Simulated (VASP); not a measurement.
# Pb in VASP: a series of runs

Pb is run at these levels: PBE; tasks: relaxation of cell and atoms, single point.

Program: VASP 6.6.1. These are calculated values, not measurements. Logs are shortened: lines on timing, memory, paths and dates and some standing lists are left out, and cuts for length are marked.

### 1 The cell of the first run

The typed cell holds 4 atoms: a = 6.208 Å, b = 6.208 Å, c = 5.151 Å, α = 90.00°, β = 90.00°, γ = 134.98°.

### 2 Relaxation of cell and atoms, PBE

File INCAR:

```
SYSTEM = Pb
  PREC = Accurate
  ENCUT = 600
  EDIFF = 1E-6
  ISMEAR = 0
  SIGMA = 0.1
  LREAL = .False.
  LASPH = .True.
  NELM = 80
  ALGO = Fast
  ISIF = 3
  LWAVE = .False.
  LCHARG = .False.
  GGA = PE
  IBRION = 2
  NSW = 100
  EDIFFG = -0.01
  KPAR = 4
```

File KPOINTS:

```
regular mesh
0
Gamma
  10 10 8
  0 0 0
```

File POSCAR:

```
Pb
1.0
    2.3766015305     -5.7348146410      0.0000000000
    2.3766015305      5.7348146410      0.0000000000
    0.0000000000      0.0000000000      5.1505040686
Pb
4
Direct
    0.1466827393      0.8533172607     -0.0001366126
    0.6466827393      0.3533172607      0.5001366126
    0.8533172607      0.1466827393      1.0001366126
    0.3533172607      0.6466827393      0.4998633874
```

Potentials or basis: VASP PAW PBE potentials, release 64 (Pb_d).

Run with:

```sh
cat potpaw_PBE.64/Pb_d/POTCAR > POTCAR
mpirun -np 4 vasp_std > vasp.out
```

OUTCAR:

```text
SYSTEM = Pb
   PREC = Accurate
   ENCUT = 600
   EDIFF = 1E-6
   ISMEAR = 0
   LREAL = .False.
   LASPH = .True.
   NELM = 80
   ISIF = 3
   GGA = PE
   IBRION = 2
   NSW = 100
   EDIFFG = -0.01

 ion  position               nearest neighbor table
   1  0.147  0.853  1.000-   3 3.36   3 3.36   3 3.36   4 3.50   4 3.50   2 3.50   2 3.50   2 3.51
                             2 3.51
   2  0.647  0.353  0.500-   4 3.36   4 3.36   4 3.36   3 3.50   3 3.50   1 3.50   1 3.50   1 3.51
                             1 3.51
   3  0.853  0.147  0.000-   1 3.36   1 3.36   1 3.36   2 3.50   2 3.50   4 3.50   4 3.50   4 3.51
                             4 3.51
   4  0.353  0.647  0.500-   2 3.36   2 3.36   2 3.36   1 3.50   1 3.50   3 3.50   3 3.50   3 3.51
                             3 3.51

  LATTYP: Found a base centered orthorhombic cell.
 ALAT       =     4.7532030610
 B/A-ratio  =     2.4130316199
 C/A-ratio  =     1.0835859530

  Lattice vectors:

 A1 = (   2.3766015305,  -5.7348146410,   0.0000000000)
 A2 = (   2.3766015305,   5.7348146410,   0.0000000000)
 A3 = (   0.0000000000,   0.0000000000,   5.1505040686)

Analysis of symmetry for initial positions (statically):
=====================================================================
 Subroutine PRICEL returns:
 Original cell was already a primitive cell.

 Routine SETGRP: Setting up the symmetry group for a
 base centered orthorhombic supercell.

 Subroutine GETGRP returns: Found  8 space group operations
 (whereof  4 operations were pure point group operations)
 out of a pool of  8 trial point group operations.

The static configuration has the point symmetry C_2h.
 The point group associated with its full space group is D_2h.

Analysis of symmetry for dynamics (positions and initial velocities):
=====================================================================
 Subroutine PRICEL returns:
 Original cell was already a primitive cell.

 Routine SETGRP: Setting up the symmetry group for a
 base centered orthorhombic supercell.

 Subroutine GETGRP returns: Found  8 space group operations
 (whereof  4 operations were pure point group operations)
 out of a pool of  8 trial point group operations.

The dynamic configuration has the point symmetry C_2h.
 The point group associated with its full space group is D_2h.

 Subroutine INISYM returns: Found  8 space group operations
 (whereof  4 operations are pure point group operations),
[... 101 lines left out ...]
   LREAL  =      F    real-space projection
   EDIFFG = -.1E-01   stopping-criterion for IOM
   NSW    =    100    number of steps for IOM
   IBRION =      2    ionic relax: 0-MD 1-quasi-New 2-CG
   NFREE  =      1    steps in history (QN), initial steepest desc. (CG)
   ISIF   =      3    stress and relaxation
   ISYM   =      2    0-nonsym 1-usesym 2-fastsym
   POTIM  = 0.5000    time-step for ionic-motion
   TEBEG  =    0.0;   TEEND  =   0.0 temperature during run
   PSTRESS=    0.0 pullay stress
   NELECT =      56.0000    total number of electrons
   NUPDOWN=      -1.0000    fix difference up-down
   EMIN   =  10.00;   EMAX   =-10.00  energy-range for DOS
   EFERMI =   0.00;   METHOD = LEGACY
   ISMEAR =     0;   SIGMA  =   0.10  broadening in eV -4-tet -1-fermi 0-gaus
   EFERMI_NEDOS =   21; number of points for ismear=-14 and -15
   IALGO  =     68    algorithm
   IMIX   =      4    mixing-type and parameters
     AMIX     =   0.40;   BMIX     =  1.00
     AMIX_MAG =   1.60;   BMIX_MAG =  1.00
  volume/ion in A,a.u.               =      35.10       236.86
  Fermi-wavevector in a.u.,A,eV,Ry     =   1.205089  2.277287 19.758908  1.452239
  Thomas-Fermi vector in A             =   2.340795
   LORBIT       =      0    0 simple, 1 ext, 2 COOP (PROOUT), +10 PAW based schemes
   GGA     = PE    functional components
   LHFCALC =     F    Hartree Fock is set to
   AEXX    =    0.0000 exact exchange contribution
   IVDW    =     0    specifies the selected vdW correction
   LEPSILON=     F    determine dielectric tensor
   LRPA    =     F    only Hartree local field effects (RPA)
 conjugate gradient relaxation of ions
 non-spin polarized calculation
 RMM-DIIS sequential band-by-band and
 Gauss-broadening in eV      SIGMA  =   0.10
  energy-cutoff  :      600.00
  volume of cell :      140.40
 maximum number of plane-waves:      4724
 NGX is ok and might be reduce to    50

 number of electron      55.9999991 magnetization

 Free energy of the ion-electron system (eV)
  ---------------------------------------------------
  ext. energy  EPLUGINS =         0.00000000
  ---------------------------------------------------
  free energy    TOTEN  =       -13.85423502 eV

  energy without entropy =      -13.84402021  energy(sigma->0) =      -13.84912762

 E-fermi :   5.8148     XC(G=0):  -9.3848

 val. band max:        5.8114955287   @ k =   0.5000   0.1000   0.0000
 cond. band min:       5.8210837418   @ k =   0.0000   0.0000   0.1250
 fundamental gap:      0.0095882131
 Fermi energy:         5.8148314089

 k-point     1 :       0.0000    0.0000    0.0000
  band No.  band energies     occupation
      1     -11.4359      2.00000
      2     -11.3999      2.00000
      3     -11.3567      2.00000
      4     -11.3526      2.00000
      5     -11.3400      2.00000
      6     -11.3131      2.00000
[... 853 lines left out ...]
     32       6.8262      0.00000
     33       8.9464      0.00000

 [... further k-points ...]

------------------------ aborting loop because EDIFF is reached ----------------------------------------

  FORCE on cell =-STRESS in cart. coord.  units (eV):
  Direction    XX          YY          ZZ          XY          YZ          ZX
  --------------------------------------------------------------------------------------
  -------------------------------------------------------------------------------------
  Total       -0.0213058     -0.0160434     -0.0142799      0.0000000      0.0000000      0.0000000
  in kB       -0.2431381     -0.1830844     -0.1629593      0.0000000      0.0000000      0.0000000
  external PRESSURE =      -0.1963939 kB  Pullay stress =       0.0000000 kB

 VOLUME and BASIS-vectors are now :
 -----------------------------------------------------------------------------
  energy-cutoff  :      600.00
  volume of cell :      140.40
      direct lattice vectors                 reciprocal lattice vectors
     2.376601530 -5.734814641  0.000000000     0.210384448 -0.087186776  0.000000000
     2.376601530  5.734814641  0.000000000     0.210384448  0.087186776  0.000000000
     0.000000000  0.000000000  5.150504069     0.000000000  0.000000000  0.194155754

 POSITION                                       TOTAL-FORCE (eV/Angst)
 -----------------------------------------------------------------------------------
      2.37660      4.05242      5.14980         0.000000     -0.000320      0.000836
      2.37660     -1.68240      2.57596         0.000000     -0.000320     -0.000836
      2.37660     -4.05242      0.00070         0.000000      0.000320     -0.000836
      2.37660      1.68240      2.57455         0.000000      0.000320      0.000836
 -----------------------------------------------------------------------------------
    total drift:                               -0.000000      0.000000     -0.000000

  FREE ENERGIE OF THE ION-ELECTRON SYSTEM (eV)
  ---------------------------------------------------
  free  energy   TOTEN  =       -13.8542350177 eV

  energy  without entropy=      -13.8440202128  energy(sigma->0) =      -13.84912762

 reached required accuracy - stopping structural energy minimisation
```

OSZICAR:

```text
N       E                     dE             d eps       ncg     rms          rms(c)
DAV:   1     0.690587937101E+03    0.69059E+03   -0.29970E+04 10230   0.218E+03
DAV:   2     0.520728664952E+02   -0.63852E+03   -0.63252E+03 10232   0.541E+02
DAV:   3    -0.111914445621E+02   -0.63264E+02   -0.62677E+02 12249   0.213E+02
DAV:   4    -0.138013422033E+02   -0.26099E+01   -0.26007E+01 11846   0.509E+01
DAV:   5    -0.139058255353E+02   -0.10448E+00   -0.10442E+00 13697   0.881E+00    0.109E+00
RMM:   6    -0.138627700539E+02    0.43055E-01   -0.71560E-02 10235   0.245E+00    0.630E-01
RMM:   7    -0.138525997763E+02    0.10170E-01   -0.90926E-02 10232   0.225E+00    0.204E-01
RMM:   8    -0.138538698535E+02   -0.12701E-02   -0.20659E-02 10386   0.214E+00    0.120E-01
RMM:   9    -0.138541133089E+02   -0.24346E-03   -0.10296E-02 13526   0.862E-01    0.432E-02
RMM:  10    -0.138542542852E+02   -0.14098E-03   -0.11921E-03 13159   0.291E-01    0.451E-02
RMM:  11    -0.138542236181E+02    0.30667E-04   -0.69081E-04 10280   0.297E-01    0.127E-02
RMM:  12    -0.138542328564E+02   -0.92383E-05   -0.20073E-04 13846   0.140E-01    0.470E-03
RMM:  13    -0.138542334706E+02   -0.61416E-06   -0.40350E-05 11665   0.496E-02    0.235E-03
RMM:  14    -0.138542350256E+02   -0.15550E-05   -0.10423E-05 10102   0.223E-02    0.253E-03
RMM:  15    -0.138542350177E+02    0.78871E-08   -0.20506E-06  6070   0.161E-02
   1 F= -.13854235E+02 E0= -.13849128E+02  d E =-.138542E+02
```

CONTCAR:

```text
Pb
   1.00000000000000
     2.3766015304999999   -5.7348146409999998    0.0000000000000000
     2.3766015304999999    5.7348146409999998    0.0000000000000000
     0.0000000000000000    0.0000000000000000    5.1505040686000001
  Pb
     4
Direct
     0.1466827392999974    0.8533172607000026    0.9998633873999978
     0.6466827392999974    0.3533172607000026    0.5001366126000022
     0.8533172607000026    0.1466827392999974    0.0001366126000022
     0.3533172607000026    0.6466827392999974    0.4998633873999978

  0.00000000E+00  0.00000000E+00  0.00000000E+00
  0.00000000E+00  0.00000000E+00  0.00000000E+00
  0.00000000E+00  0.00000000E+00  0.00000000E+00
  0.00000000E+00  0.00000000E+00  0.00000000E+00
```

It took 2.6 min on 4 MPI ranks of Oxide Virtual Turin-like, shared host; peak memory 0.74 GiB.

What came out:

* Free energy: -13.8542 eV
* Pressure after relaxing: 0.0 GPa
* Band gap on the k mesh: zero (bands 28 and 29 overlap by 1.37 eV)

Final structure:
```
Pb
1.0
     2.37660   -5.73481    0.00000
     2.37660    5.73481    0.00000
     0.00000    0.00000    5.15050
Pb
4
Cartesian
  2.3766 4.0524 5.1498
  2.3766 -1.6824 2.5760
  2.3766 -4.0524 0.0007
  2.3766 1.6824 2.5745
```

Levels at points of the mesh, in eV from the Fermi level:
| k point | band 24 | band 25 | band 26 | band 27 | band 28 | band 29 | band 30 | band 31 | band 32 | band 33 |
| --- | --- | --- | --- | --- | --- | --- | --- | --- | --- | --- |
| (0.00, 0.00, 0.00) | -5.92 | -3.32 | -3.01 | -1.72 | 0.11 | 0.16 | 0.80 | 2.95 | 3.07 | 3.50 |
| (0.50, 0.00, 0.00) | -7.45 | -1.47 | -1.47 | -0.74 | -0.74 | -0.36 | -0.36 | 2.07 | 2.08 | 2.08 |
| (0.50, 0.50, 0.00) | -6.56 | -2.41 | -2.32 | -0.60 | 0.53 | 0.79 | 1.38 | 1.53 | 2.44 | 3.06 |
| (0.00, 0.00, 0.50) | -6.76 | -2.04 | -2.04 | 0.00 | 0.00 | 0.36 | 0.36 | 1.00 | 1.00 | 1.83 |
| (0.50, 0.00, 0.50) | -7.96 | -3.00 | -3.00 | -2.86 | -2.86 | 1.48 | 1.48 | 2.98 | 2.98 | 5.04 |
| (0.50, 0.50, 0.50) | -8.14 | -0.82 | -0.82 | -0.60 | -0.60 | 1.29 | 1.29 | 2.94 | 2.99 | 3.07 |

Caveat: spin-orbit coupling is left out, which moves the levels of the heavy elements.

### 3 Single point, PBE

This run uses another cell than the first one: it holds 2 atoms, not 4.

File INCAR:

```
SYSTEM = Pb
PREC = Accurate ; ENCUT = 520
EDIFF = 1E-7 ; ISMEAR = 0
SIGMA = 0.1 ; LREAL = .False.
LASPH = .True. ; NELM = 80
ALGO = Fast ; ISIF = 2
LWAVE = .False. ; LCHARG = .True.
GGA = PE ; LELF = .True.
LVHAR = .True. ; NBANDS = 21
```

File KPOINTS:

```
regular mesh
0
Gamma
  20 20 20
  0 0 0
```

File POSCAR:

```
Pb
1.0
    0.0000000000      3.0029594190      6.2950729284
    1.7531396204      0.0000000000      6.2950729284
    1.7531396204      3.0029594190      0.0000000000
Pb
2
Direct
    0.1347991515      0.1347991515      0.8652008485
    0.8652008485      0.8652008485      0.1347991515
```

Potentials or basis: VASP PAW PBE potentials, release 64 (Pb_d).

Run with:

```sh
cat potpaw_PBE.64/Pb_d/POTCAR > POTCAR
mpirun -np 1 vasp_std > vasp.out
```

Run time: 87 min. Hardware: 1 thread of Oxide Virtual Turin-like, shared host; peak memory 1.2 GiB.

Results (log left out):

```
Free energy            : -6.9947 eV
Pressure               : -0.1 GPa
Largest force          : 0.006 eV/Å
Band gap on the k mesh : zero (bands 14 and 15 overlap by 7.00 eV)
```

Forces in eV/Å, atoms in the order of the input:
```
Pb   0.000  0.000 -0.006
Pb   0.000  0.000  0.006
```

Levels at points of the mesh, in eV from the Fermi level:
```tsv
k point	band 12	band 13	band 14	band 15	band 16	band 17
(0.00, 0.00, 0.00)	-8.66	-3.95	5.42	6.19	6.21	7.12
(0.50, 0.00, 0.00)	-7.09	-3.18	-2.81	0.83	2.83	3.37
(0.50, 0.50, 0.00)	-9.96	-0.54	0.18	5.48	6.64	7.03
(0.50, 0.00, 0.50)	-5.93	-3.91	-1.45	-1.18	3.13	3.75
(0.00, 0.50, 0.50)	-7.17	-3.27	-2.58	2.27	2.47	2.73
```

Caveat: spin-orbit coupling is left out, which moves the levels of the heavy elements.
